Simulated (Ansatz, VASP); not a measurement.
Two plane-wave programs on Ca

INCAR

```
SYSTEM = Ca
PREC = Accurate
ENCUT = 600
EDIFF = 1E-7
ISMEAR = 0
SIGMA = 0.05
LREAL = .FALSE.
LASPH = .TRUE.
NELM = 80
ALGO = Normal
ISIF = 3
LWAVE = .FALSE.
LCHARG = .FALSE.
GGA = PE
IBRION = 2
NSW = 60
EDIFFG = -0.01
```

File KPOINTS:

```
regular mesh
0
G
  7 7 7
  0 0 0
```

POSCAR

```
Ca
1.0
   -2.2669370000      2.2425540000      2.1799440000
    2.2101260000     -2.2793060000      2.1598010000
    2.2054940000      2.2178630000     -2.2168480000
Ca
1
Direct
    0.5303510000      0.4877790000      0.0083340000
```

Contents of input.yaml:

```yaml
crystal:
  lattice:
    - [-2.266937, 2.242554, 2.179944]
    - [2.210126, -2.279306, 2.159801]
    - [2.205494, 2.217863, -2.216848]
  atoms:
    - { symbol: Ca, position: [0.530351, 0.487779, 0.008334] }
hamiltonian:
  xc: pbe
  pseudopotentials: { kind: paw, level: accurate }
kpoints:
  mp_grid: { grid: [7, 7, 7] }
scf:
  occupations: { method: gaussian, width: 0.05 }
output:
  forces: true
  stress: true
  write_density: true
  write_potential: true
  elf: true
  volumetric_format: npy
relax:
  f_tol: 0.01
  max_steps: 40
  cell: { stress_tol: 0.05 }
```

Change from the starting cell: cell strained at random at fixed volume.

Alike in both runs: task relaxation of cell and atoms; functional PBE; k mesh 7 × 7 × 7; occupations gaussian, width 0.05 eV; no spin polarisation.

```csv
,VASP,Ansatz
version,VASP 6.6.1,Ansatz 0.2.0
potentials or method,"VASP PAW PBE potentials, release 64 (Ca_sv)",Ansatz PAW earlier set
plane-wave cutoff (eV),600,620
valence electrons in the cell,10,10
```

```csv
,VASP,Ansatz,Ansatz less VASP
"gap on the k mesh at the Fermi level, each at its own relaxed structure (eV)",none,none,-
relaxed volume (Å³/atom),42.18,42.10,-0.083
relaxed length of the cell vector where the two differ most in proportion (Å),3.807,3.803,-0.0040
```

A gap of «none» marks a metal or a gap that the smearing closes.

Noted on Ansatz's run: the plane-wave basis is chosen anew once the cell has moved, so the energies of steps on either side of that aren't comparable.
